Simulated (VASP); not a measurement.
Nb:

```xyz
1
Lattice="0.0000 2.0849 2.0849 2.0849 0.0000 2.0849 2.0849 2.0849 0.0000" Properties=species:S:1:pos:R:3 pbc="T T T"
Nb    0.0000    0.0000    0.0000
```

```yaml
Program: VASP 6.6.1
Task: relaxation of cell and atoms
Functional: PBE
Potentials_or_basis: VASP PAW PBE potentials, release 64 (Nb_sv)
Cutoff: 600 eV
k_mesh: 16 × 16 × 16
Occupations: fermi-dirac, width 0.08 eV
Spin: no spin polarisation
```

At the start: pressure 5.8 GPa; volume 18.13 Å³/atom.

Question: Where does the relaxation end?

Answer: Over 4 steps the energy falls by 10.8 meV/atom and the volume is 18.74 Å³/atom (+3.4 %); space group Fm-3m (No. 225, to 0.05 Å).

Step by step:
```tsv
step	energy change (eV)	largest force (eV/Å)	pressure (GPa)	volume (Å³)
1	0.0000	0.0000	5.82	18.13
2	0.0232	0.0000	-8.88	19.91
3	-0.0108	0.0000	-0.09	18.75
4	-0.0108	0.0000	0.02	18.74
```

Final structure:
```cif
data_structure
_symmetry_space_group_name_H-M 'P 1'
_symmetry_Int_Tables_number 1
_cell_length_a 2.9813
_cell_length_b 2.9813
_cell_length_c 2.9813
_cell_angle_alpha 60.000
_cell_angle_beta 60.000
_cell_angle_gamma 60.000
_cell_volume 18.74
loop_
_atom_site_label
_atom_site_type_symbol
_atom_site_fract_x
_atom_site_fract_y
_atom_site_fract_z
_atom_site_occupancy
Nb1 Nb 0.00000 0.00000 0.00000 1
```
